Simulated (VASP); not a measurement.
# Si (a cell with a defect) in VASP: a series of runs

Si (a cell with a defect) is run at these levels: PBE; tasks: single point.

Everything below comes from runs of VASP 6.6.1. Logs are shortened: lines on timing, memory, paths and dates and some standing lists are left out, and cuts for length are marked.

## Step 1: The cell of the first run

The cell holds a defect, 63 atoms: a = 10.860 Å, b = 10.860 Å, c = 10.860 Å, α = 90.00°, β = 90.00°, γ = 90.00°.

## Step 2: Single point, PBE, collinear spin

INCAR

```
SYSTEM = Si
PREC = Accurate
ENCUT = 520
EDIFF = 1E-7
ISMEAR = 0
SIGMA = 0.02
LREAL = Auto
LASPH = .True.
NELM = 150
ALGO = Normal
ISIF = 2
LWAVE = .False.
LCHARG = .True.
ISPIN = 2
MAGMOM = 0 0 0 0 0 0 0 0 0 0 0.16 0 0 0 0 0 0 0 0 0 0 0 0 0 0 0 0 0 0.16 0 0 0 0 0 0 0 0 0 0 0 0 0 0 0 0 0 0 0 0 0 0 0 0 0 0 0 0 0 0.16 0.16 0 0 0
LORBIT = 11
GGA = PE
LELF = .True.
LVHAR = .True.
NELECT = 253.0
NBANDS = 167
```

KPOINTS

```
Automatic mesh
0
Gamma
  1 1 1
  0 0 0
```

POSCAR

```
Si
1.0
   10.8600000000      0.0000000000      0.0000000000
    0.0000000000     10.8600000000      0.0000000000
    0.0000000000      0.0000000000     10.8600000000
Si
63
Direct
    0.5006433702     -0.0009957643     -0.0010710866
    0.6248537753      0.1251676796      0.1248386740
    0.7500891344      0.2502531308     -0.0006080110
    0.8764872928      0.3761220994      0.1237103131
    0.7492557090     -0.0010736648      0.2508731123
    0.8749461326      0.1246085635      0.3752581952
    0.0004913444     -0.0002111418     -0.0004919890
    0.1264963168      0.1261444751      0.1237377532
    0.2517633517      0.2528708103     -0.0015635359
    0.3788177716      0.3810029466      0.1188809392
    0.4991949355      0.5108790055     -0.0109423573
    0.6242845304      0.6254578269      0.1234461326
    0.7493162063      0.7503354512     -0.0010763352
    0.8754905157      0.8744448435      0.1249146409
    0.2507343462     -0.0002794659      0.2496742173
    0.3766987109      0.1223762431      0.3774656538
    0.4987509208      0.2508496317      0.2489699816
    0.6247723757      0.3749982505      0.3747206262
    0.7501135359      0.5003706262      0.2496581031
    0.8727941989      0.6263532228      0.3774265193
    0.4968701657     -0.0078140884      0.5077352670
    0.6240183241      0.1220569982      0.6261988950
    0.7492471455      0.2490058011      0.5009249540
    0.8754763352      0.3749519337      0.6254257827
    0.7425044199     -0.0078339779      0.7532976059
    0.8727231123      0.1223997238      0.8734794659
    0.0031944751      0.5014361878     -0.0015714549
    0.1314587477      0.6284851750      0.1187543278
    0.2612201657      0.7489643646     -0.0111085635
    0.3757918048      0.8739093923      0.1234158379
    0.0003139963      0.2499688766      0.2498811234
    0.1264338858      0.3761849908      0.3737005525
    0.2517865562      0.5014457643      0.2470116022
    0.3752562615      0.6249367403      0.3750272560
    0.5002983425      0.7499670350      0.2499513812
    0.6239705341      0.8737086556      0.3778199816
   -0.0006718232     -0.0010812155      0.5009635359
    0.1253825046      0.1251518416      0.6253554328
    0.2507295580      0.2502359116      0.5000292818
    0.3757780847      0.3764218232      0.6259249540
    0.5006545120      0.5009652855      0.5009015654
    0.6121366483      0.6250976980      0.6381015654
    0.7425681400      0.7465789134      0.5075811234
    0.8723818600      0.8736474217      0.6261893186
    0.2512906077     -0.0010022099      0.7495717311
    0.3752587477      0.1248951197      0.8749554328
    0.5002921731      0.2499345304      0.7498864641
    0.6242093002      0.3764986188      0.8743983425
    0.7493326888      0.5009593002      0.7495441989
    0.8751962247      0.6249344383      0.8749621547
    0.0013037753      0.7483442910      0.2489303867
    0.1253061694      0.8744599448      0.3747334254
    0.0005274401      0.5003975138      0.5001571823
    0.1268012891      0.6254545120      0.6259775322
    0.2512818600      0.7503220074      0.5009030387
    0.3753970534      0.8616821363      0.6382095764
    0.0012501842      0.2508486188      0.7514509208
    0.1313286372      0.3810107735      0.8713933702
    0.2612268877      0.5108363720      0.7510204420
    0.4577520258      0.7074950276      0.7924650092
    0.6120312155      0.8617347145      0.8748203499
    0.0002509208      0.7499661142      0.7499168508
    0.1267173112      0.8739921731      0.8744168508
```

Potentials or basis: VASP PAW PBE potentials, release 64 (Si).

Started as:

```bash
> cat potpaw_PBE.64/Si/POTCAR > POTCAR
> mpirun -np 1 vasp_gam > vasp.out
```

OUTCAR:

```text
SYSTEM = Si
   PREC = Accurate
   ENCUT = 520
   EDIFF = 1E-7
   ISMEAR = 0
   LREAL = Auto
   LASPH = .True.
   NELM = 150
   ISIF = 2
   ISPIN = 2
   LORBIT = 11
   GGA = PE
   NELECT = 253.0

 ion  position               nearest neighbor table
   1  0.501  0.999  0.999-  61 2.35  30 2.35  46 2.35   2 2.36
   2  0.625  0.125  0.125-   3 2.36  17 2.36   1 2.36   5 2.36
   3  0.750  0.250  0.999-   2 2.36  26 2.36   4 2.36  48 2.36
   4  0.876  0.376  0.124-  31 2.36  19 2.36   3 2.36  27 2.37
   5  0.749  0.999  0.251-   6 2.36  14 2.36   2 2.36  36 2.37
   6  0.875  0.125  0.375-   5 2.36  23 2.36  37 2.36  31 2.36
[... 51 lines left out ...]
  58  0.131  0.381  0.871-  27 2.36   9 2.36  59 2.38  57 2.39
  59  0.261  0.511  0.751-  40 2.35  54 2.35  58 2.38  60 3.05
  60  0.458  0.707  0.792-  56 2.53  61 2.53  42 2.53  29 3.05  59 3.05  11 3.05
  61  0.612  0.862  0.875-   1 2.35  13 2.35  25 2.40  60 2.53
  62  0.000  0.750  0.750-  63 2.35  54 2.35  50 2.35  44 2.35
  63  0.127  0.874  0.874-  45 2.35  29 2.35  62 2.35   7 2.36

  LATTYP: Found a simple cubic cell.
 ALAT       =    10.8600000000

  Lattice vectors:

 A1 = (  10.8600000000,   0.0000000000,   0.0000000000)
 A2 = (   0.0000000000,  10.8600000000,   0.0000000000)
 A3 = (   0.0000000000,   0.0000000000,  10.8600000000)

Analysis of symmetry for initial positions (statically):
=====================================================================
 Subroutine PRICEL returns:
 Original cell was already a primitive cell.

 Routine SETGRP: Setting up the symmetry group for a
 simple cubic supercell.

 Subroutine GETGRP returns: Found  1 space group operations
 (whereof  1 operations were pure point group operations)
 out of a pool of 48 trial point group operations.

The static configuration has the point symmetry C_1 .

Analysis of symmetry for dynamics (positions and initial velocities):
=====================================================================
 Subroutine PRICEL returns:
 Original cell was already a primitive cell.

 Routine SETGRP: Setting up the symmetry group for a
 simple cubic supercell.

 Subroutine GETGRP returns: Found  1 space group operations
 (whereof  1 operations were pure point group operations)
 out of a pool of 48 trial point group operations.

The dynamic configuration has the point symmetry C_1 .

Analysis of structural, dynamic, and magnetic symmetry:
=====================================================================
 Subroutine PRICEL returns:
 Original cell was already a primitive cell.

 Routine SETGRP: Setting up the symmetry group for a
 simple cubic supercell.

 Subroutine GETGRP returns: Found  1 space group operations
 (whereof  1 operations were pure point group operations)
 out of a pool of 48 trial point group operations.

The overall configuration has the point symmetry C_1 .

 Subroutine INISYM returns: Found  1 space group operations
 (whereof  1 operations are pure point group operations),
 and found     1 'primitive' translations

----------------------------------------------------------------------------------------

                                     Primitive cell

  volume of cell :    1280.8241

  direct lattice vectors                    reciprocal lattice vectors
    10.860000000  0.000000000  0.000000000     0.092081031  0.000000000  0.000000000
     0.000000000 10.860000000  0.000000000     0.000000000  0.092081031  0.000000000
     0.000000000  0.000000000 10.860000000     0.000000000  0.000000000  0.092081031

  length of vectors
    10.860000000 10.860000000 10.860000000     0.092081031  0.092081031  0.092081031

  position of ions in fractional coordinates (direct lattice)
     0.500643370  0.999004236  0.998928913
     0.624853775  0.125167680  0.124838674
     0.750089134  0.250253131  0.999391989
     0.876487293  0.376122099  0.123710313
[... 169 lines left out ...]
   LSORBIT =      F    spin-orbit coupling
   LASPH  =      T    aspherical Exc in radial PAW
   ENCUT  =  520.0 eV  38.22 Ry    6.18 a.u.  20.19 20.19 20.19*2*pi/ulx,y,z
   NELM   =    150;   NELMIN=  2; NELMDL= -5     # of ELM steps
   EDIFF  = 0.1E-06   stopping-criterion for ELM
   LREAL  =      T    real-space projection
   EDIFFG = 0.1E-05   stopping-criterion for IOM
   NSW    =      0    number of steps for IOM
   IBRION =     -1    ionic relax: 0-MD 1-quasi-New 2-CG
   NFREE  =      0    steps in history (QN), initial steepest desc. (CG)
   ISIF   =      2    stress and relaxation
   ISYM   =      2    0-nonsym 1-usesym 2-fastsym
   POTIM  = 0.5000    time-step for ionic-motion
   TEBEG  =    0.0;   TEEND  =   0.0 temperature during run
   PSTRESS=    0.0 pullay stress
   NELECT =     253.0000    total number of electrons
   NUPDOWN=      -1.0000    fix difference up-down
   EMIN   =  10.00;   EMAX   =-10.00  energy-range for DOS
   EFERMI =   0.00;   METHOD = LEGACY
   ISMEAR =     0;   SIGMA  =   0.02  broadening in eV -4-tet -1-fermi 0-gaus
   EFERMI_NEDOS =   21; number of points for ismear=-14 and -15
   IALGO  =     38    algorithm
   IMIX   =      4    mixing-type and parameters
     AMIX     =   0.40;   BMIX     =  1.00
     AMIX_MAG =   1.60;   BMIX_MAG =  1.00
  volume/ion in A,a.u.               =      20.33       137.20
  Fermi-wavevector in a.u.,A,eV,Ry     =   0.953422  1.801706 12.367880  0.909014
  Thomas-Fermi vector in A             =   2.082076
   LORBIT       =     11    0 simple, 1 ext, 2 COOP (PROOUT), +10 PAW based schemes
   GGA     = PE    functional components
   LHFCALC =     F    Hartree Fock is set to
   AEXX    =    0.0000 exact exchange contribution
   IVDW    =     0    specifies the selected vdW correction
   LEPSILON=     F    determine dielectric tensor
   LRPA    =     F    only Hartree local field effects (RPA)
 spin polarized calculation
 Gauss-broadening in eV      SIGMA  =   0.02
  energy-cutoff  :      520.00
  volume of cell :     1280.82
 maximum number of plane-waves:     17229
 NGX is ok and might be reduce to    84
   NGX = 41   NGY = 41   NGZ = 41

 number of electron     252.9999985 magnetization       2.9999616

 Free energy of the ion-electron system (eV)
  ---------------------------------------------------
  ext. energy  EPLUGINS =         0.00000000
  ---------------------------------------------------
  free energy    TOTEN  =      -325.52812059 eV

  energy without entropy =     -325.52811064  energy(sigma->0) =     -325.52811562

 E-fermi :   6.3087     XC(G=0):  -9.3601

 val. band max:        6.2555516204   @ k =   0.0000   0.0000   0.0000
 cond. band min:       6.3639549064   @ k =   0.0000   0.0000   0.0000
 fundamental gap:      0.1084032860
 Fermi energy:         6.3086745359

 spin component 1

 k-point     1 :       0.0000    0.0000    0.0000
  band No.  band energies     occupation
      1      -6.1954      1.00000
      2      -5.1447      1.00000
      3      -5.1447      1.00000
      4      -5.1401      1.00000
      5      -5.1400      1.00000
      6      -5.0927      1.00000
[... 130 lines left out ...]
    137       6.8775      0.00000
    138       6.8887      0.00000
 Fermi energy:         6.3086745359

 spin component 2

 k-point     1 :       0.0000    0.0000    0.0000
  band No.  band energies     occupation
      1      -6.1585      1.00000
      2      -5.1108      1.00000
      3      -5.1108      1.00000
      4      -5.1006      1.00000
      5      -5.1006      1.00000
      6      -5.0645      1.00000
[... 130 lines left out ...]
    137       6.9239      0.00000
    138       6.9304      0.00000
 [bands above 138 left out]

------------------------ aborting loop because EDIFF is reached ----------------------------------------

  FORCE on cell =-STRESS in cart. coord.  units (eV):
  Direction    XX          YY          ZZ          XY          YZ          ZX
  --------------------------------------------------------------------------------------
  -------------------------------------------------------------------------------------
  Total       19.7314048     19.7812395     19.7362032     -3.8518672      3.8354424      3.8488421
  in kB       24.6819298     24.7442679     24.6879322     -4.8182842      4.7977385      4.8145001
  external PRESSURE =      24.7047100 kB  Pullay stress =       0.0000000 kB

 VOLUME and BASIS-vectors are now :
 -----------------------------------------------------------------------------
  energy-cutoff  :      520.00
  volume of cell :     1280.82
      direct lattice vectors                 reciprocal lattice vectors
    10.860000000  0.000000000  0.000000000     0.092081031  0.000000000  0.000000000
     0.000000000 10.860000000  0.000000000     0.000000000  0.092081031  0.000000000
     0.000000000  0.000000000 10.860000000     0.000000000  0.000000000  0.092081031

 POSITION                                       TOTAL-FORCE (eV/Angst)
 -----------------------------------------------------------------------------------
      5.43699     10.84919     10.84837         0.020527      0.013238      0.082800
      6.78591      1.35932      1.35575         0.036815      0.002455     -0.004827
      8.14597      2.71775     10.85340        -0.006024      0.022347      0.047497
      9.51865      4.08469      1.34349         0.037534     -0.022030      0.021918
      8.13692     10.84834      2.72448         0.022561      0.022840      0.028706
      9.50192      1.35325      4.07530        -0.004383     -0.001712      0.003215
[... 55 lines left out ...]
      0.00272      8.14463      8.14410         0.015513      0.002298     -0.005426
      1.37615      9.49155      9.49617        -0.026066      0.044806      0.037107
 -----------------------------------------------------------------------------------
    total drift:                                0.034588      0.019827     -0.023960

  FREE ENERGIE OF THE ION-ELECTRON SYSTEM (eV)
  ---------------------------------------------------
  free  energy   TOTEN  =      -325.5281205938 eV

  energy  without entropy=     -325.5281106373  energy(sigma->0) =     -325.52811562

 total charge

# of ion       s       p       d       tot
------------------------------------------
    1        0.741   0.962   0.000   1.703
    2        0.740   0.956   0.000   1.696
    3        0.743   0.949   0.000   1.692
    4        0.739   0.955   0.000   1.694
    5        0.740   0.953   0.000   1.693
    6        0.740   0.956   0.000   1.696
[... 55 lines left out ...]
   62        0.740   0.962   0.000   1.701
   63        0.741   0.955   0.000   1.697
--------------------------------------------------
tot         46.913  59.412   0.000 106.325

 magnetization (x)

# of ion       s       p       d       tot
------------------------------------------
    1        0.001   0.003   0.000   0.004
    2        0.001   0.008   0.000   0.009
    3        0.002   0.017   0.000   0.019
    4        0.000   0.004   0.000   0.004
    5        0.000   0.006   0.000   0.006
    6        0.000   0.001   0.000   0.001
[... 55 lines left out ...]
   62        0.001  -0.001   0.000  -0.000
   63        0.001   0.015   0.000   0.016
--------------------------------------------------
tot          0.252   0.868   0.000   1.120
```

Run time: 12 min. Hardware: 1 thread of Intel Xeon Platinum 8488C (Sapphire Rapids), shared host; peak memory 1.5 GiB.

Results:

* Free energy: -325.5281 eV
* Largest force: 0.568 eV/Å
* Net moment: 3.00 μB per cell
* Site moments: Si +0.00, +0.01, +0.02, +0.14, +0.13, -0.00, +0.04, +0.09 (each value once) μB
* Valence electrons inside the program's atomic spheres: Si 1.70, 1.69, 1.68, 1.65, 1.66, 1.55 (each value once)

Forces on the atoms (eV/Å):
```
Si   0.021  0.013  0.083
Si   0.037  0.002 -0.005
Si  -0.006  0.022  0.047
Si   0.038 -0.022  0.022
Si   0.023  0.023  0.029
Si  -0.004 -0.002  0.003
Si   0.022 -0.007  0.048
Si  -0.022  0.037  0.022
Si  -0.003  0.019  0.003
Si  -0.075 -0.046  0.046
Si   0.033 -0.030  0.029
Si   0.044 -0.037  0.025
Si   0.013  0.020  0.082
Si   0.002  0.038 -0.006
Si  -0.047 -0.006 -0.021
Si  -0.140 -0.009  0.008
Si   0.088 -0.018  0.019
Si   0.038  0.006 -0.002
Si  -0.005 -0.046 -0.022
Si  -0.011 -0.141  0.010
Si   0.168  0.070 -0.071
Si  -0.018 -0.012  0.017
Si   0.023 -0.028 -0.022
Si   0.002  0.007 -0.038
Si   0.072  0.071 -0.168
Si  -0.010 -0.010  0.140
Si   0.018 -0.002  0.004
Si  -0.046 -0.078  0.044
Si  -0.025  0.035  0.028
Si  -0.038  0.046  0.026
Si   0.016  0.011 -0.013
Si  -0.022 -0.023 -0.037
Si  -0.003 -0.002 -0.018
Si  -0.006 -0.003 -0.007
Si   0.008  0.002 -0.011
Si  -0.017 -0.017  0.012
Si  -0.029  0.024 -0.023
Si   0.003  0.003 -0.038
Si  -0.046  0.023  0.007
Si  -0.038 -0.023 -0.045
Si   0.020 -0.081 -0.011
Si  -0.108 -0.035  0.106
Si   0.072  0.168 -0.070
Si  -0.013 -0.016  0.018
Si  -0.083  0.013 -0.022
Si  -0.006  0.006  0.003
Si   0.008  0.008 -0.004
Si   0.045 -0.026  0.036
Si   0.012 -0.082 -0.020
Si   0.004 -0.003  0.003
Si  -0.018  0.090  0.017
Si   0.005  0.037 -0.004
Si   0.023 -0.047  0.007
Si  -0.026 -0.039 -0.044
Si  -0.082  0.021 -0.013
Si  -0.037 -0.102  0.104
Si  -0.019 -0.017 -0.088
Si  -0.043 -0.045  0.075
Si  -0.030 -0.029 -0.035
Si   0.331  0.324 -0.329
Si  -0.105 -0.104  0.037
Si   0.016  0.002 -0.005
Si  -0.026  0.045  0.037
```

Caveat: the k points lie up to 0.58 Å⁻¹ apart; the cell carries a net charge on a neutralising background, which shifts energy and pressure; the cell is charged against a uniform background, so pressure and absolute levels hang on convention.

(Part 1 of 2 ends here.)
